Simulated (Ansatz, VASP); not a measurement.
# Sb in VASP and in Ansatz

```
Sb
1.0
     2.15060    1.24165    3.74400
    -2.15060    1.24165    3.74400
     0.00000   -2.48330    3.74400
Sb
2
Direct
  0.23364 0.23364 0.23364
  0.76636 0.76636 0.76636
```

Alike in both runs: task relaxation of cell and atoms; functional PBEsol; k mesh 12 × 12 × 12; occupations gaussian, width 0.1 eV; no spin polarisation.

|  | VASP | Ansatz |
| --- | --- | --- |
| version | VASP 6.6.1 | Ansatz 0.2.0 |
| potentials or method | VASP PAW PBE potentials, release 64 (Sb), cutoff 600 eV | scalar-relativistic, plane waves, PAW |
| valence electrons in the cell | 10 | 30 |

```tsv
	VASP	Ansatz	Ansatz less VASP
gap on the k mesh at the Fermi level, each at its own relaxed structure (eV)	none	none	-
relaxed volume (Å³/atom)	29.82	29.83	+0.010
relaxed cell length with the largest relative difference (Å)	4.448	4.453	+0.0052
```

VASP's potentials were made for PBE, not for PBEsol, and Ansatz warns of the same on its side. A gap of «none» marks a metal or a gap that the smearing closes. VASP's potentials hold 10 valence electrons a cell and Ansatz's 30, so a difference there can come from the potentials and not from the codes.

Neither program's run includes spin-orbit coupling.
